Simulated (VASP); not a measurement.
# MnPt2 (Pn-3m) in VASP: relaxation of cell and atoms with r2SCAN

Aim: the relaxation of cell and atoms of MnPt2 with r2SCAN.

Everything below comes from runs of VASP 6.6.1. Logs are shortened: lines on timing, memory, paths and dates and some standing lists are left out, and cuts for length are marked.

### 1 The cell of the first run

Symmetry: Pn-3m, No. 224, cubic system. The conventional cell has a = 4.616 Å, b = 4.616 Å, c = 4.616 Å, α = 90.00°, β = 90.00°, γ = 90.00°. Mn (site symmetry -43m) has 4 Pt at 2.00 Å within 2.6 Å. Within 2.6 Å of Pt (site symmetry -3m) lie 2 Mn at 2.00 Å.

### 2 Relaxation of cell and atoms, r2SCAN, collinear spin, ferromagnetic start

POSCAR reads:

```
MnPt2
1.0
    4.6159880878      0.0000000000      0.0000000000
    0.0000000000      4.6159880878      0.0000000000
    0.0000000000      0.0000000000      4.6159880878
Mn Pt
2 4
Direct
    0.0000000000      0.0000000000      0.0000000000
    0.5000000000      0.5000000000      0.5000000000
    0.2500000000      0.2500000000      0.2500000000
    0.2500000000      0.7500000000      0.7500000000
    0.7500000000      0.7500000000      0.2500000000
    0.7500000000      0.2500000000      0.7500000000
```

INCAR.step1 reads:

```
ALGO = Normal
EDIFF = 1E-4
ENCUT = 600
GGA = PE
ISMEAR = 0
ISPIN = 2
LASPH = T
LCHARG = F
LMAXMIX = 4
LREAL = F
LWAVE = T
MAGMOM = 0.16 0.16 0 0 0 0
NELM = 150
PREC = Accurate
SIGMA = 0.1
```

INCAR.step2 reads:

```
ALGO = Normal
EDIFF = 1E-6
EDIFFG = -0.04
ENCUT = 600
IBRION = 2
ISIF = 3
ISMEAR = 0
ISPIN = 2
ISTART = 1
LASPH = T
LCHARG = F
LMAXMIX = 4
LMIXTAU = T
LORBIT = 11
LREAL = F
LWAVE = F
MAGMOM = 0.16 0.16 0 0 0 0
METAGGA = R2SCAN
NELM = 150
NSW = 90
PREC = Accurate
SIGMA = 0.1
```

KPOINTS reads:

```
k-points
0
Gamma
  4 4 4
```

Potentials or basis: VASP PAW PBE potentials, release 64 (Mn_pv, Pt).

On the command line:

```
$ cat potpaw_PBE.64/Mn_pv/POTCAR potpaw_PBE.64/Pt/POTCAR > POTCAR
$ cp INCAR.step1 INCAR
$ mpirun -np 1 vasp_std > vasp.out
$ cp INCAR.step2 INCAR
$ mpirun -np 1 vasp_std > vasp.out
```

OUTCAR:

```text
EDIFF = 1E-6
   EDIFFG = -0.04
   ENCUT = 600
   IBRION = 2
   ISIF = 3
   ISMEAR = 0
   ISPIN = 2
   ISTART = 1
   LASPH = T
   LORBIT = 11
   LREAL = F
   METAGGA = R2SCAN
   NELM = 150
   NSW = 90
   PREC = Accurate

 ion  position               nearest neighbor table
   1  0.000  0.000  0.000-   3 2.00   4 2.00   5 2.00   6 2.00
   2  0.500  0.500  0.500-   3 2.00   4 2.00   5 2.00   6 2.00
   3  0.250  0.250  0.250-   1 2.00   2 2.00   4 3.26   5 3.26   6 3.26   4 3.26   6 3.26   4 3.26
                             5 3.26   4 3.26   5 3.26   6 3.26   6 3.26   5 3.26
   4  0.250  0.750  0.750-   1 2.00   2 2.00   3 3.26   5 3.26   6 3.26   3 3.26   5 3.26   3 3.26
                             6 3.26   3 3.26   5 3.26   6 3.26   5 3.26   6 3.26
   5  0.750  0.750  0.250-   1 2.00   2 2.00   3 3.26   4 3.26   6 3.26   4 3.26   6 3.26   3 3.26
                             6 3.26   6 3.26   3 3.26   4 3.26   4 3.26   3 3.26
   6  0.750  0.250  0.750-   1 2.00   2 2.00   3 3.26   4 3.26   5 3.26   3 3.26   5 3.26   4 3.26
                             5 3.26   5 3.26   3 3.26   4 3.26   3 3.26   4 3.26

  LATTYP: Found a simple cubic cell.
 ALAT       =     4.6159880878

  Lattice vectors:

 A1 = (   4.6159880878,   0.0000000000,   0.0000000000)
 A2 = (   0.0000000000,   4.6159880878,   0.0000000000)
 A3 = (   0.0000000000,   0.0000000000,   4.6159880878)

Analysis of symmetry for initial positions (statically):
=====================================================================
 Subroutine PRICEL returns:
 Original cell was already a primitive cell.

 Routine SETGRP: Setting up the symmetry group for a
 simple cubic supercell.

 Subroutine GETGRP returns: Found 48 space group operations
 (whereof 24 operations were pure point group operations)
 out of a pool of 48 trial point group operations.

The static configuration has the point symmetry T_d .
 The point group associated with its full space group is O_h .

Analysis of symmetry for dynamics (positions and initial velocities):
=====================================================================
 Subroutine PRICEL returns:
 Original cell was already a primitive cell.

 Routine SETGRP: Setting up the symmetry group for a
 simple cubic supercell.

 Subroutine GETGRP returns: Found 48 space group operations
 (whereof 24 operations were pure point group operations)
 out of a pool of 48 trial point group operations.

The dynamic configuration has the point symmetry T_d .
 The point group associated with its full space group is O_h .
[... 153 lines left out ...]
  ext. energy  EPLUGINS =         0.00000000
  ---------------------------------------------------
  free energy    TOTEN  =      -218.59948108 eV

  energy without entropy =     -218.55638588  energy(sigma->0) =     -218.57793348

------------------------ aborting loop because EDIFF is reached ----------------------------------------

  FORCE on cell =-STRESS in cart. coord.  units (eV):
  Direction    XX          YY          ZZ          XY          YZ          ZX
  --------------------------------------------------------------------------------------
  -------------------------------------------------------------------------------------
  Total       36.8015147     36.8015147     36.8015147     -0.0000000     -0.0000000     -0.0000000
  in kB      599.4904078    599.4904078    599.4904078     -0.0000000     -0.0000000     -0.0000000
  external PRESSURE =     599.4904078 kB  Pullay stress =       0.0000000 kB
[... 29 lines left out ...]
 number of electron      65.9999983 magnetization      -0.0011466

 number of electron      66.0000011 magnetization       2.4823442

 E-fermi :   0.4143     XC(G=0):  -8.7150

 val. band max:        0.4121710382   @ k =   0.2500   0.2500   0.0000
 cond. band min:       0.4409192735   @ k =   0.5000   0.2500   0.2500
 fundamental gap:      0.0287482353
 Fermi energy:         0.4143244840

 spin component 1

 k-point     1 :       0.0000    0.0000    0.0000
  band No.  band energies     occupation
      1     -49.5028      1.00000
      2     -49.5027      1.00000
      3     -49.5027      1.00000
      4     -49.5009      1.00000
      5     -49.5009      1.00000
      6     -49.5008      1.00000
[... 873 lines left out ...]
 number of electron      65.9999965 magnetization       0.0156607

 number of electron      65.9999964 magnetization      -0.5461091

------------------------ aborting loop EDIFF was not reached (unconverged)  ----------------------------

  FORCE on cell =-STRESS in cart. coord.  units (eV):
  Direction    XX          YY          ZZ          XY          YZ          ZX
  --------------------------------------------------------------------------------------
  -------------------------------------------------------------------------------------
  Total       -3.8790553     -3.8790553     -3.8790553     -0.0000000      0.0000000     -0.0000000
  in kB      -45.3836091    -45.3836091    -45.3836091     -0.0000000      0.0000000     -0.0000000
  external PRESSURE =     -45.3836091 kB  Pullay stress =       0.0000000 kB
[... 67 lines left out ...]
--------------------------------------- Ionic step        5  -------------------------------------------

 number of electron      66.0000015 magnetization      -0.4758216

 Free energy of the ion-electron system (eV)
  ---------------------------------------------------
  ext. energy  EPLUGINS =         0.00000000
  ---------------------------------------------------
  free energy    TOTEN  =      -223.27039513 eV

  energy without entropy =     -223.21615149  energy(sigma->0) =     -223.24327331

 E-fermi :   4.6131     XC(G=0): -11.2537

 val. band max:        4.5889346251   @ k =   0.5000   0.5000   0.5000
 cond. band min:       4.6171120230   @ k =   0.5000   0.2500   0.2500
 fundamental gap:      0.0281773979
 Fermi energy:         4.6131060956

 spin component 1

 k-point     1 :       0.0000    0.0000    0.0000
  band No.  band energies     occupation
      1     -45.1927      1.00000
      2     -45.1927      1.00000
      3     -45.1927      1.00000
      4     -45.1577      1.00000
      5     -45.1577      1.00000
      6     -45.1577      1.00000
[... 865 lines left out ...]
  FREE ENERGIE OF THE ION-ELECTRON SYSTEM (eV)
  ---------------------------------------------------
  free  energy   TOTEN  =      -223.2703951270 eV

  energy  without entropy=     -223.2161514942  energy(sigma->0) =     -223.24327331

 reached required accuracy - stopping structural energy minimisation

 total charge

# of ion       s       p       d       tot
------------------------------------------
    1        0.504   6.299   5.308  12.111
    2        0.504   6.299   5.308  12.111
    3        0.705   0.310   8.122   9.137
    4        0.705   0.310   8.122   9.137
    5        0.705   0.310   8.122   9.137
    6        0.705   0.310   8.122   9.137
--------------------------------------------------
tot          3.829  13.839  43.103  60.771

 magnetization (x)

# of ion       s       p       d       tot
------------------------------------------
    1       -0.014  -0.001  -0.130  -0.145
    2       -0.014  -0.001  -0.130  -0.145
    3       -0.006  -0.017  -0.028  -0.051
    4       -0.006  -0.017  -0.028  -0.051
    5       -0.006  -0.017  -0.028  -0.051
    6       -0.006  -0.017  -0.028  -0.051
--------------------------------------------------
tot         -0.051  -0.070  -0.374  -0.495
```

OUTCAR.step1:

```text
EDIFF = 1E-4
   ENCUT = 600
   GGA = PE
   ISMEAR = 0
[... 1089 lines left out ...]
      1.15400      1.15400      1.15400        -0.000000     -0.000000     -0.000000
      1.15400      3.46199      3.46199        -0.000000     -0.000000     -0.000000
      3.46199      3.46199      1.15400        -0.000000      0.000000     -0.000000
      3.46199      1.15400      3.46199         0.000000     -0.000000      0.000000
 -----------------------------------------------------------------------------------
    total drift:                                0.000000     -0.000000     -0.000000

  FREE ENERGIE OF THE ION-ELECTRON SYSTEM (eV)
  ---------------------------------------------------
  free  energy   TOTEN  =       -25.9768784036 eV

  energy  without entropy=      -25.9330651816  energy(sigma->0) =      -25.95497179
```

OSZICAR.step1:

```text
N       E                     dE             d eps       ncg     rms          rms(c)
DAV:   1     0.726473801833E+03    0.72647E+03   -0.38493E+04  1656   0.204E+03
DAV:   2     0.288362708869E+02   -0.69764E+03   -0.66728E+03  1651   0.518E+02
DAV:   3    -0.256967222856E+02   -0.54533E+02   -0.51110E+02  2117   0.139E+02
DAV:   4    -0.275837318740E+02   -0.18870E+01   -0.18482E+01  1759   0.248E+01
DAV:   5    -0.276224582500E+02   -0.38726E-01   -0.38649E-01  1716   0.373E+00    0.354E+01
DAV:   6    -0.271703819239E+02    0.45208E+00   -0.10520E+01  1929   0.272E+01    0.199E+01
DAV:   7    -0.290372256439E+02   -0.18668E+01   -0.26656E+01  2070   0.517E+01    0.245E+01
DAV:   8    -0.260270454363E+02    0.30102E+01   -0.65716E+00  2070   0.232E+01    0.366E+00
DAV:   9    -0.259940126012E+02    0.33033E-01   -0.66010E-01  2001   0.539E+00    0.169E+00
DAV:  10    -0.259767319522E+02    0.17281E-01   -0.85781E-02  1853   0.273E+00    0.384E-01
DAV:  11    -0.259769318685E+02   -0.19992E-03   -0.27004E-03  1655   0.294E-01    0.206E-01
DAV:  12    -0.259769788097E+02   -0.46941E-04   -0.11128E-03  1907   0.342E-01    0.124E-01
DAV:  13    -0.259768776872E+02    0.10112E-03   -0.34504E-04  1614   0.199E-01    0.162E-02
DAV:  14    -0.259768784036E+02   -0.71632E-06   -0.14920E-05   787   0.228E-02
   1 F= -.25976878E+02 E0= -.25954972E+02  d E =-.438132E-01  mag=    -0.0011
```

Run time: 2.7 h. Hardware: 1 thread of Oxide Virtual Turin-like, shared host; peak memory 0.35 GiB.

Results:

```yaml
Free_energy: -223.2704 eV
Relaxed_volume: 22.02 Å³/atom
Relaxed_cell: a = 5.093 Å, b = 5.093 Å, c = 5.093 Å, α = 90.00°, β = 90.00°, γ = 90.00°
Space_group_after_relaxing_to_0.1_Å: Pn-3m (No. 224)
Energy_gained_by_relaxing: 778.5 meV/atom
Ionic_steps: 5
Pressure_after_relaxing: -0.2 GPa
Net_moment: -0.48 μB per cell
Site_moments: Mn -0.14; Pt -0.05 μB
Valence_electrons_inside_the_program's_atomic_spheres: Mn 12.11; Pt 9.14
```

Step by step:
```tsv
step	energy change (eV)	largest force (eV/Å)	pressure (GPa)	volume (Å³)
1	0.0000	0.0000	59.95	98.35
2	1.3304	0.0000	-14.45	214.05
3	-4.6129	0.0000	-4.54	136.94
4	-4.6686	0.0000	-0.75	132.89
5	-4.6709	0.0000	-0.19	132.13
```

Final structure:
```
Mn Pt
1.0
     5.09333    0.00000    0.00000
     0.00000    5.09333    0.00000
     0.00000    0.00000    5.09333
Mn Pt
2 4
Direct
  0.00000 0.00000 0.00000
  0.50000 0.50000 0.50000
  0.25000 0.25000 0.25000
  0.25000 0.75000 0.75000
  0.75000 0.75000 0.25000
  0.75000 0.25000 0.75000
```

Caveat: the volume moved by over 15 % at a fixed basis, so the end points are rough; the PAW data sets were made with another functional, which shifts forces and pressure a little; spin-orbit coupling is left out, which moves the levels of the heavy elements.
